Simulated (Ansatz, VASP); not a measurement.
B: VASP beside Ansatz

```xyz
1
Lattice="-1.1773 1.1773 1.1773 1.1773 -1.1773 1.1773 1.1773 1.1773 -1.1773" Properties=species:S:1:pos:R:3 pbc="T T T"
B     0.0000    0.0000    0.0000
```

Alike in both runs: task single point; functional r2SCAN; k mesh 21 × 21 × 21; occupations fermi-dirac, width 0.1 eV; no spin polarisation.

|  | VASP | Ansatz |
| --- | --- | --- |
| version | VASP 6.6.1 | Ansatz 0.2.0 |
| potentials or method | VASP PAW PBE potentials, release 64 (B), cutoff 520 eV | plane waves (500 eV) with PAW, scalar-relativistic |
| valence electrons in the cell | 3 | 3 |

|  | VASP | Ansatz | Ansatz less VASP |
| --- | --- | --- | --- |
| pressure (GPa) | -15.5 | -15.2 | +0.21 |

VASP's potentials were made for PBE, not for r2SCAN.
